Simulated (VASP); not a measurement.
# RbBr in VASP: notebook

RbBr is run at these levels: LDA; tasks: single point.

Program: VASP 6.6.1. These are calculated values, not measurements. Logs are shortened: lines on timing, memory, paths and dates and some standing lists are left out, and cuts for length are marked.

## (1) The cell of the first run

It takes space group Fm-3m (No. 225, cubic). The conventional cell has a = 6.307 Å, b = 6.307 Å, c = 6.307 Å, α = 90.00°, β = 90.00°, γ = 90.00°. Rb (site symmetry m-3m) has 6 Br at 3.15 Å within 4.1 Å. Br (site symmetry m-3m) has 6 Rb at 3.15 Å within 4.1 Å.

## (2) Single point, LDA (strain -0.080 along x and y, -0.080 along z)

Input file INCAR:

```
  PREC = Accurate
  ENCUT = 520
  EDIFF = 1E-6
  ISMEAR = 0
  SIGMA = 0.05
  LREAL = False
  LASPH = True
  NELM = 100
  ALGO = Normal
  ISIF = 2
  LWAVE = False
  LCHARG = False
  NBANDS = 15
```

Input file KPOINTS:

```
regular mesh
0
Gamma
  6 6 6
```

Input file POSCAR:

```
RbBr
1.0
    0.0000000000      3.1533000000      3.1533000000
    3.1533000000      0.0000000000      3.1533000000
    3.1533000000      3.1533000000      0.0000000000
Rb Br
1 1
Direct
    0.0000000000      0.0000000000      0.0000000000
    0.5000000000      0.5000000000      0.5000000000
```

Potentials or basis: VASP PAW LDA potentials, release 64 (Rb_sv, Br).

Command:

```
cat potpaw_LDA.64/Rb_sv/POTCAR potpaw_LDA.64/Br/POTCAR > POTCAR
mpirun -np 1 vasp_std > vasp.out
```

OUTCAR:

```text
PREC = Accurate
   ENCUT = 520
   EDIFF = 1E-6
   ISMEAR = 0
   LREAL = False
   LASPH = True
   NELM = 100
   ISIF = 2

 ion  position               nearest neighbor table
   1  0.000  0.000  0.000-   2 3.15   2 3.15   2 3.15   2 3.15   2 3.15   2 3.15
   2  0.500  0.500  0.500-   1 3.15   1 3.15   1 3.15   1 3.15   1 3.15   1 3.15

  LATTYP: Found a face centered cubic cell.
 ALAT       =     6.3066000000

  Lattice vectors:

 A1 = (   0.0000000000,   3.1533000000,   3.1533000000)
 A2 = (   3.1533000000,   0.0000000000,   3.1533000000)
 A3 = (   3.1533000000,   3.1533000000,   0.0000000000)

Analysis of symmetry for initial positions (statically):
=====================================================================
 Subroutine PRICEL returns:
 Original cell was already a primitive cell.

 Routine SETGRP: Setting up the symmetry group for a
 face centered cubic supercell.

 Subroutine GETGRP returns: Found 48 space group operations
 (whereof 48 operations were pure point group operations)
 out of a pool of 48 trial point group operations.

The static configuration has the point symmetry O_h .

Analysis of symmetry for dynamics (positions and initial velocities):
=====================================================================
 Subroutine PRICEL returns:
 Original cell was already a primitive cell.

 Routine SETGRP: Setting up the symmetry group for a
 face centered cubic supercell.

 Subroutine GETGRP returns: Found 48 space group operations
 (whereof 48 operations were pure point group operations)
 out of a pool of 48 trial point group operations.

The dynamic configuration has the point symmetry O_h .

 Subroutine INISYM returns: Found 48 space group operations
 (whereof 48 operations are pure point group operations),
 and found     1 'primitive' translations

----------------------------------------------------------------------------------------

                                     Primitive cell

  volume of cell :      62.7084

  direct lattice vectors                    reciprocal lattice vectors
     0.000000000  3.153300000  3.153300000    -0.158564044  0.158564044  0.158564044
     3.153300000  0.000000000  3.153300000     0.158564044 -0.158564044  0.158564044
     3.153300000  3.153300000  0.000000000     0.158564044  0.158564044 -0.158564044

  length of vectors
     4.459439626  4.459439626  4.459439626     0.274640980  0.274640980  0.274640980

  position of ions in fractional coordinates (direct lattice)
     0.000000000  0.000000000  0.000000000
     0.500000000  0.500000000  0.500000000

  ion indices of the primitive-cell ions
   primitive index   ion index
                 1           1
                 2           2

----------------------------------------------------------------------------------------

 KPOINTS: regular mesh

Automatic generation of k-mesh.
 Grid dimensions read from file:
 generate k-points for:    6    6    6

 Generating k-lattice:

  Cartesian coordinates                     Fractional coordinates (reciprocal lattice)
    -0.026427341  0.026427341  0.026427341     0.166666667  0.000000000  0.000000000
     0.026427341 -0.026427341  0.026427341     0.000000000  0.166666667  0.000000000
     0.026427341  0.026427341 -0.026427341     0.000000000  0.000000000  0.166666667

  Length of vectors
     0.045773497  0.045773497  0.045773497

  Shift w.r.t. Gamma in fractional coordinates (k-lattice)
     0.000000000  0.000000000  0.000000000

 Subroutine IBZKPT returns following result:
 ===========================================

 Found     16 irreducible k-points:

 Following reciprocal coordinates:
            Coordinates               Weight
  0.000000  0.000000  0.000000      1.000000
  0.166667  0.000000  0.000000      8.000000
  0.333333  0.000000  0.000000      8.000000
  0.500000  0.000000  0.000000      4.000000
  0.166667  0.166667  0.000000      6.000000
  0.333333  0.166667  0.000000     24.000000
[... 8 lines left out ...]
 -0.333333  0.333333  0.166667     24.000000
 -0.333333  0.500000  0.166667     12.000000
   k-points           NKPTS =     16   k-points in BZ     NKDIM =     16   number of bands    NBANDS=     15
   number of dos      NEDOS =    301   number of ions     NIONS =      2
   total plane-waves  NPLWV =  46656
   dimension x,y,z NGX =    36 NGY =   36 NGZ =   36
   dimension x,y,z NGXF=    72 NGYF=   72 NGZF=   72
   ions per type =               1   1
   NGX,Y,Z   is equivalent  to a cutoff of  13.42, 13.42, 13.42 a.u.
   NGXF,Y,Z  is equivalent  to a cutoff of  26.84, 26.84, 26.84 a.u.
 SYSTEM =  unknown system
   PREC   = accura    normal or accurate (medium, high low for compatibility)
   ISTART =      0    job   : 0-new  1-cont  2-samecut
   ICHARG =      2    charge: 1-file 2-atom 10-const
   ISPIN  =      1    spin polarized calculation?
   LNONCOLLINEAR =      F non collinear calculations
   LSORBIT =      F    spin-orbit coupling
   LASPH  =      T    aspherical Exc in radial PAW
   ENCUT  =  520.0 eV  38.22 Ry    6.18 a.u.   8.29  8.29  8.29*2*pi/ulx,y,z
   NELM   =    100;   NELMIN=  2; NELMDL= -5     # of ELM steps
   EDIFF  = 0.1E-05   stopping-criterion for ELM
   LREAL  =      F    real-space projection
   EDIFFG = 0.1E-04   stopping-criterion for IOM
   NSW    =      0    number of steps for IOM
   IBRION =     -1    ionic relax: 0-MD 1-quasi-New 2-CG
   NFREE  =      0    steps in history (QN), initial steepest desc. (CG)
   ISIF   =      2    stress and relaxation
   ISYM   =      2    0-nonsym 1-usesym 2-fastsym
   POTIM  = 0.5000    time-step for ionic-motion
   TEBEG  =    0.0;   TEEND  =   0.0 temperature during run
   PSTRESS=    0.0 pullay stress
   NELECT =      16.0000    total number of electrons
   NUPDOWN=      -1.0000    fix difference up-down
   EMIN   =  10.00;   EMAX   =-10.00  energy-range for DOS
   EFERMI =   0.00;   METHOD = LEGACY
   ISMEAR =     0;   SIGMA  =   0.05  broadening in eV -4-tet -1-fermi 0-gaus
   EFERMI_NEDOS =   21; number of points for ismear=-14 and -15
   IALGO  =     38    algorithm
   IMIX   =      4    mixing-type and parameters
     AMIX     =   0.40;   BMIX     =  1.00
     AMIX_MAG =   1.60;   BMIX_MAG =  1.00
  volume/ion in A,a.u.               =      31.35       211.59
  Fermi-wavevector in a.u.,A,eV,Ry     =   1.038340  1.962178 14.669117  1.078150
  Thomas-Fermi vector in A             =   2.172820
   LORBIT       =      0    0 simple, 1 ext, 2 COOP (PROOUT), +10 PAW based schemes
   GGA     = CA    functional components
   LHFCALC =     F    Hartree Fock is set to
   AEXX    =    0.0000 exact exchange contribution
   IVDW    =     0    specifies the selected vdW correction
   LEPSILON=     F    determine dielectric tensor
   LRPA    =     F    only Hartree local field effects (RPA)
 non-spin polarized calculation
 Gauss-broadening in eV      SIGMA  =   0.05
  energy-cutoff  :      520.00
  volume of cell :       62.71
 maximum number of plane-waves:      1711
 NGX is ok and might be reduce to    36
   NGX = 17   NGY = 17   NGZ = 17

 number of electron      15.9999999 magnetization

 Free energy of the ion-electron system (eV)
  ---------------------------------------------------
  ext. energy  EPLUGINS =         0.00000000
  ---------------------------------------------------
  free energy    TOTEN  =        -6.56984682 eV

  energy without entropy =       -6.56984682  energy(sigma->0) =       -6.56984682

 E-fermi :  -0.4666     XC(G=0):  -8.7629

 val. band max:       -0.7642216928   @ k =   0.0000   0.0000   0.0000
 cond. band min:       3.9024521938   @ k =   0.0000   0.0000   0.0000
 fundamental gap:      4.6666738866
 Fermi energy:        -0.4665541582

 k-point     1 :       0.0000    0.0000    0.0000
  band No.  band energies     occupation
      1     -24.6526      2.00000
      2     -13.2975      2.00000
      3      -8.8176      2.00000
      4      -8.8176      2.00000
      5      -8.8176      2.00000
      6      -0.7642      2.00000
      7      -0.7642      2.00000
      8      -0.7642      2.00000
      9       3.9025      0.00000
     10       6.1880      0.00000
     11       6.1880      0.00000
     12       6.1880      0.00000
     13       7.3518      0.00000
     14       7.3518      0.00000
     15      10.2437      0.00000

 k-point     2 :       0.1667    0.0000    0.0000
  band No.  band energies     occupation
      1     -24.6431      2.00000
      2     -13.3392      2.00000
      3      -8.8199      2.00000
      4      -8.8199      2.00000
      5      -8.7729      2.00000
      6      -1.2740      2.00000
      7      -0.9575      2.00000
      8      -0.9575      2.00000
      9       4.7511      0.00000
     10       6.0901      0.00000
     11       6.6123      0.00000
     12       6.6123      0.00000
     13       7.9713      0.00000
     14       7.9713      0.00000
     15      11.5224      0.00000

 k-point     3 :       0.3333    0.0000    0.0000
  band No.  band energies     occupation
      1     -24.6238      2.00000
      2     -13.4207      2.00000
      3      -8.8239      2.00000
      4      -8.8239      2.00000
      5      -8.6837      2.00000
      6      -2.0421      2.00000
      7      -1.3019      2.00000
      8      -1.3019      2.00000
      9       5.8576      0.00000
     10       6.8519      0.00000
     11       7.8024      0.00000
     12       7.8024      0.00000
     13       9.4766      0.00000
     14       9.4766      0.00000
     15      12.0815      0.00000
[... 199 lines left out ...]
 k-point    15 :      -0.3333    0.3333    0.1667
  band No.  band energies     occupation
      1     -24.6063      2.00000
      2     -13.3356      2.00000
      3      -9.0907      2.00000
      4      -9.0614      2.00000
      5      -8.7400      2.00000
      6      -1.7801      2.00000
      7      -1.2528      2.00000
      8      -1.2178      2.00000
      9       6.2176      0.00000
     10       6.4348      0.00000
     11       8.6222      0.00000
     12       8.8046      0.00000
     13      10.0810      0.00000
     14      11.1649      0.00000
     15      11.3150      0.00000

 k-point    16 :      -0.3333    0.5000    0.1667
  band No.  band energies     occupation
      1     -24.6038      2.00000
      2     -13.2722      2.00000
      3      -9.2488      2.00000
      4      -9.0940      2.00000
      5      -8.8109      2.00000
      6      -1.4502      2.00000
      7      -1.2035      2.00000
      8      -1.0489      2.00000
      9       5.0826      0.00000
     10       7.4391      0.00000
     11       7.8936      0.00000
     12       8.9775      0.00000
     13       9.9750      0.00000
     14      10.9150      0.00000
     15      11.7036      0.00000

------------------------ aborting loop because EDIFF is reached ----------------------------------------

  FORCE on cell =-STRESS in cart. coord.  units (eV):
  Direction    XX          YY          ZZ          XY          YZ          ZX
  --------------------------------------------------------------------------------------
  -------------------------------------------------------------------------------------
  Total        1.9037725      1.9037725      1.9037725      0.0000000     -0.0000000      0.0000000
  in kB       48.6406941     48.6406941     48.6406941      0.0000000     -0.0000000      0.0000000
  external PRESSURE =      48.6406941 kB  Pullay stress =       0.0000000 kB

 VOLUME and BASIS-vectors are now :
 -----------------------------------------------------------------------------
  energy-cutoff  :      520.00
  volume of cell :       62.71
      direct lattice vectors                 reciprocal lattice vectors
     0.000000000  3.153300000  3.153300000    -0.158564044  0.158564044  0.158564044
     3.153300000  0.000000000  3.153300000     0.158564044 -0.158564044  0.158564044
     3.153300000  3.153300000  0.000000000     0.158564044  0.158564044 -0.158564044

 POSITION                                       TOTAL-FORCE (eV/Angst)
 -----------------------------------------------------------------------------------
      0.00000      0.00000      0.00000        -0.000000     -0.000000     -0.000000
      3.15330      3.15330      3.15330         0.000000      0.000000      0.000000
 -----------------------------------------------------------------------------------
    total drift:                                0.000000      0.000000      0.000000

  FREE ENERGIE OF THE ION-ELECTRON SYSTEM (eV)
  ---------------------------------------------------
  free  energy   TOTEN  =        -6.5698468185 eV

  energy  without entropy=       -6.5698468185  energy(sigma->0) =       -6.56984682
```

It took 8.6 s on 1 thread of Intel Xeon 6975P-C (Granite Rapids), shared host; peak memory 0.17 GiB.

What came out:

```
Free energy            : -6.5698 eV
Pressure               : 4.9 GPa
Band gap on the k mesh : 4.67 eV, direct
```

Levels at points of the mesh, in eV from the valence-band top:
```csv
k point,band 6,band 7,band 8,band 9,band 10,band 11
"(0.00, 0.00, 0.00)",0.00,0.00,0.00,4.67,6.95,6.95
"(0.50, 0.00, 0.00)",-1.60,-0.69,-0.69,7.08,8.21,9.95
"(0.50, 0.50, 0.00)",-0.47,-0.14,-0.14,4.86,7.83,9.47
```

Caveat: the cell differs from its parent crystal (strain -0.080 along x and y, -0.080 along z). A k mesh can miss the band edges.

## (3) Single point, LDA (strain +0.080 along x and y, +0.080 along z)

Input file INCAR:

```
SYSTEM = RbBr
PREC     = Accurate       ! precision mode
ENCUT    = 520            ! plane-wave cutoff, eV
EDIFF    = 1E-6           ! SCF threshold, eV
ISMEAR   = 0              ! smearing method
SIGMA    = 0.05           ! smearing width, eV
LREAL    = .False.        ! projectors in reciprocal space
LASPH    = .True.         ! aspherical terms in the spheres
NELM     = 80             ! most SCF steps
ALGO     = Normal         ! electronic algorithm
ISIF     = 2              ! what is computed and relaxed
LWAVE    = .False.        ! write WAVECAR
LCHARG   = .True.         ! write CHGCAR
GGA      = CA             ! functional
LELF     = .True.         ! ELF
LVHAR    = .True.       
NBANDS   = 15             ! bands
```

Input file KPOINTS:

```
regular mesh
0
Gamma
  6 6 6
  0 0 0
```

Input file POSCAR:

```
RbBr
1.0
    0.0000000000      3.7017000000      3.7017000000
    3.7017000000      0.0000000000      3.7017000000
    3.7017000000      3.7017000000      0.0000000000
Rb Br
1 1
Direct
    0.0000000000      0.0000000000      0.0000000000
    0.5000000000      0.5000000000      0.5000000000
```

Potentials or basis: VASP PAW LDA potentials, release 64 (Rb_sv, Br).

Command:

```
cat potpaw_LDA.64/Rb_sv/POTCAR potpaw_LDA.64/Br/POTCAR > POTCAR
mpirun -np 1 vasp_std > vasp.out
```

It took 12 s on 1 thread of Intel Xeon 6975P-C (Granite Rapids), shared host; peak memory 0.19 GiB.

The run converged. Its results:

```
Free energy            : -6.4205 eV
Pressure               : -2.6 GPa
Band gap on the k mesh : 3.48 eV, direct
```

Levels at points of the mesh, in eV from the valence-band top:
```csv
k point,band 5,band 6,band 7,band 8,band 9,band 10,band 11,band 12
"(0.00, 0.00, 0.00)",-8.93,0.00,0.00,0.00,3.48,6.90,6.90,6.90
"(0.50, 0.00, 0.00)",-8.92,-0.71,-0.21,-0.21,5.89,6.57,8.55,8.55
"(0.50, 0.50, 0.00)",-8.96,-0.41,-0.14,-0.14,5.45,5.98,7.72,8.32
```

Caveat: the cell differs from its parent crystal (strain +0.080 along x and y, +0.080 along z).

(Continued in part 2 of 2.)
